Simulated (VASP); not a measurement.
# SrTiO3: single point with PBE

Crystal: SrTiO3.

```
CELL_PARAMETERS angstrom
3.98227 0.00000 0.00000
0.00000 3.98227 0.00000
0.00000 0.00000 3.84469
ATOMIC_POSITIONS crystal
Sr 0.00342 0.00000 0.00000
Ti 0.51613 0.50000 0.50000
O 0.97561 0.50000 0.50000
O 0.47870 0.00000 0.50000
O 0.47870 0.50000 0.00000
```

This cell differs from its parent crystal: mode 1 frozen in at -0.096 Å, strain +e along z and -e/2 along x and y -0.0233.

```json
{
  "Program": "VASP 6.6.1",
  "Task": "single point",
  "Functional": "PBE",
  "Potentials or basis": "VASP PAW PBE potentials, release 64 (Sr_sv, Ti_sv, O)",
  "Cutoff": "520 eV",
  "k mesh": "8 × 8 × 8",
  "Occupations": "gaussian, width 0.05 eV",
  "Spin": "no spin polarisation",
  "Dipole correction": "no",
  "Further INCAR settings": "ALGO = Normal; EDIFF = 1e-06; NBANDS = 28"
}
```

```json
{"Pressure": "2.6 GPa", "Largest force": "0.337 eV/Å", "Band gap on the k mesh": "1.88 eV, indirect (least direct gap 2.46 eV)"}
```

Forces on the atoms (eV/Å):
```
Sr   0.109  0.000  0.000
Ti  -0.337  0.000  0.000
O    0.307  0.000  0.000
O    0.043  0.000  0.000
O   -0.121  0.000  0.000
```

Stress tensor (GPa, compression positive):
```
 2.68  0.00  0.00
 0.00 -1.39  0.00
 0.00  0.00  6.44
```

Levels at points of the mesh, in eV from the valence-band top:
```tsv
k point	band 17	band 18	band 19	band 20	band 21	band 22	band 23	band 24
(0.00, 0.00, 0.00)	-1.25	-0.70	-0.59	-0.58	1.88	2.22	2.33	4.24
(0.50, 0.00, 0.00)	-2.35	-2.00	-0.74	-0.72	2.03	3.74	3.78	4.31
(0.00, 0.50, 0.00)	-2.13	-1.97	-1.19	-0.97	2.44	3.56	3.62	4.49
(0.50, 0.50, 0.00)	-1.72	-1.71	-1.69	-0.32	3.58	3.79	4.03	5.42
(0.00, 0.00, 0.50)	-2.30	-2.03	-1.17	-1.01	2.37	3.86	3.93	4.27
(0.50, 0.00, 0.50)	-1.76	-1.52	-1.50	-0.22	3.76	3.89	4.21	5.05
(0.00, 0.50, 0.50)	-1.82	-1.70	-1.69	-0.09	3.63	3.94	4.21	4.91
(0.50, 0.50, 0.50)	-3.60	-0.21	-0.15	0.00	4.23	4.37	4.41	6.60
```

Run time: 2.7 min on 1 thread of Intel(R) Xeon(R) Platinum 8488C (Sapphire Rapids), on a shared host, peak memory 0.32 GiB.

Caveat: the cell differs from its parent crystal (mode 1 frozen in at -0.096 Å, strain +e along z and -e/2 along x and y -0.0233). A k mesh can miss the band edges.
